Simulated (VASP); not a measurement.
Here is a VASP 6.6.1 calculation.

File INCAR:

```
SYSTEM = Be2Cd2S
PREC = Accurate
ENCUT = 600
EDIFF = 1E-6
ISMEAR = 0
SIGMA = 0.1
LREAL = .False.
LASPH = .True.
NELM = 60
ALGO = Normal
ISIF = 3
LWAVE = .False.
LCHARG = .False.
GGA = PE
IBRION = 2
NSW = 90
EDIFFG = -0.04
```

File KPOINTS:

```
Automatic mesh
0
Gamma
  6 6 2
  0 0 0
```

File POSCAR:

```
Be2Cd2S
1.0
    3.4072205626      0.0000000000      0.0000000000
    0.0000000000      3.3562519932      0.0000000000
   -0.0608207355      0.0000000000      7.8347699151
Be Cd S
2 2 1
Direct
    0.4978121690      0.5000000000      0.7440958225
    0.9981629798      0.0000000000      0.7471621108
    0.5023918156      0.0000000000      0.9908456773
    0.0063660146      0.5000000000      0.2138003225
    0.9952670210      0.5000000000      0.5842875169
```

Potentials or basis: VASP PAW PBE potentials, release 64 (Be, Cd, S).

The run is started by

```bash
$ cat potpaw_PBE.64/Be/POTCAR potpaw_PBE.64/Cd/POTCAR potpaw_PBE.64/S/POTCAR > POTCAR
$ mpirun -np 1 vasp_std > vasp.out
```

**Question.** Predict the band gap on the k mesh.

**Answer.** Zero (bands 17 and 18 overlap by 2.40 eV).

**Question.** What does it give for the relaxed volume?

**Answer.** 18.02 Å³/atom.

**Question.** Estimate the space group after relaxing (to 0.1 Å).

**Answer.** P4mm (No. 99).

**Question.** Predict the relaxed cell.

**Answer.** a = 3.384 Å, b = 3.381 Å, c = 7.874 Å, α = 90.00°, β = 90.35°, γ = 90.00°.

Final structure:
```cif
data_structure
_symmetry_space_group_name_H-M 'P 1'
_symmetry_Int_Tables_number 1
_cell_length_a 3.3839
_cell_length_b 3.3814
_cell_length_c 7.8737
_cell_angle_alpha 90.000
_cell_angle_beta 90.350
_cell_angle_gamma 90.000
_cell_volume 90.09
loop_
_atom_site_label
_atom_site_type_symbol
_atom_site_fract_x
_atom_site_fract_y
_atom_site_fract_z
_atom_site_occupancy
Be1 Be 0.49776 0.50000 0.74428 1
Be2 Be 0.99809 0.00000 0.74614 1
Cd1 Cd 0.50225 0.00000 0.99084 1
Cd2 Cd 0.00618 0.50000 0.21475 1
S1 S 0.99572 0.50000 0.58418 1
```

Caveat: the k points lie up to 0.40 Å⁻¹ apart in the final cell, too coarse for converged energies and pressures of a metal.
